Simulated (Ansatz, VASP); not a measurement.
**Ta2N: VASP beside Ansatz**

```
CELL_PARAMETERS angstrom
-1.55056 2.68565 0.00000
0.00000 0.00000 4.88195
4.65169 2.68565 0.00000
ATOMIC_POSITIONS crystal
Ta 0.00000 0.74490 0.33333
Ta 0.50000 0.74490 0.83333
Ta 0.50000 0.25510 0.16667
Ta 0.00000 0.25510 0.66667
N 0.00000 0.00000 0.00000
N 0.50000 0.00000 0.50000
```

Alike in both runs: task single point; functional PBE; k mesh 8 × 4 × 4; occupations gaussian, width 0.2 eV; no spin polarisation.

|  | VASP | Ansatz |
| --- | --- | --- |
| version | VASP 6.6.1 | Ansatz 0.2.0 |
| potentials or method | VASP PAW PBE potentials, release 64 (Ta_pv, N), cutoff 600 eV | scalar-relativistic, plane waves, PAW |
| valence electrons in the cell | 54 | 62 |

|  | VASP | Ansatz | Ansatz less VASP |
| --- | --- | --- | --- |
| gap on the k mesh at the Fermi level (eV) | none | none | - |
| pressure (GPa) | 0.4 | 0.0 | -0.39 |
| traceless stress, the component that is largest in VASP (GPa) | -0.19 | -0.19 | +0.002 |
| rms of the force components (eV/Å) | 0.026 | 0.027 | +0.0008 |

Atom by atom the forces differ by 0.022 eV/Å (rms over components). A gap of «none» marks a metal or a gap that the smearing closes. The functional is the same, so the differences come from potentials, cutoffs and numerics. VASP's potentials hold 54 valence electrons a cell and Ansatz's 62, so a difference there can come from the potentials and not from the codes.

Spin-orbit coupling is off throughout.
